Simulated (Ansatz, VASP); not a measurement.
**TiTe2: VASP beside Ansatz**

Contents of INCAR:

```
PREC = Accurate ; ENCUT = 520
EDIFF = 1E-7 ; ISMEAR = -1
SIGMA = 0.03 ; LREAL = False
LASPH = True ; NELM = 60
ALGO = Normal ; ISIF = 2
LWAVE = False ; LCHARG = False
GGA = PS ; NBANDS = 19
```

KPOINTS

```
Automatic mesh
0
Gamma
  13 13 7
```

The input POSCAR:

```
TiTe2
1.0
    3.8510785353      0.0000000000      0.0000000000
   -1.9255392676      3.3351318436      0.0000000000
    0.0000000000      0.0000000000      6.6254441201
Ti Te
1 2
Direct
    0.0000000000      0.0000000000      0.0000000000
    0.6666666667      0.3333333333      0.2628000000
    0.3333333333      0.6666666667      0.7372000000
```

Input for Ansatz:

```yaml
crystal:
  lattice:
    - [3.8510785353, 0.0, 0.0]
    - [-1.9255392676, 3.3351318436, 0.0]
    - [0.0, 0.0, 6.6254441201]
  atoms:
    - { symbol: Ti, position: [0.0, 0.0, 0.0] }
    - { symbol: Te, position: [0.6666666667, 0.3333333333, 0.2628] }
    - { symbol: Te, position: [0.3333333333, 0.6666666667, 0.7372] }
kpoints:
  mp_grid: { grid: [13, 13, 7] }
  band_path:
    path:
      - [0.0, 0.0, 0.0]
      - [0.5, 0.0, 0.0]
      - [0.3333333333, 0.3333333333, 0.0]
      - [0.0, 0.0, 0.0]
      - [0.0, 0.0, 0.5]
      - [0.5, 0.0, 0.5]
      - [0.3333333333, 0.3333333333, 0.5]
      - [0.0, 0.0, 0.5]
      - [0.5, 0.0, 0.5]
    npoints: 5
scf:
  occupations: { method: fermi_dirac, width: 0.03 }
hamiltonian:
  xc: pbesol
  pseudopotentials: { kind: all_electron, lapw: { basis_error: 0.001 } }
output:
  forces: true
  stress: true
  eigenvalues: true
```

Change from the starting cell: volume scaled by 1.06.

Alike in both runs: task single point; functional PBEsol; k mesh 13 × 13 × 7; occupations fermi-dirac, width 0.03 eV; no spin polarisation.

```csv
,VASP,Ansatz
version,VASP 6.6.1,Ansatz 0.2.0
potentials or method,"VASP PAW PBE potentials, release 64 (Ti_sv, Te), cutoff 520 eV","all-electron LAPW, scalar-relativistic"
```

```tsv
	VASP	Ansatz	Ansatz less VASP
pressure (GPa)	-5.3	-5.3	-0.04
traceless stress, the component that is largest in VASP (GPa)	0.42	0.41	-0.013
rms of the force components (eV/Å)	0.255	0.264	+0.0091
```

VASP's potentials were made for PBE, not for PBEsol. Atom by atom the forces differ by 0.009 eV/Å (rms over components). Ansatz ran all-electron here, and VASP with PAW potentials.

Neither program's run includes spin-orbit coupling.
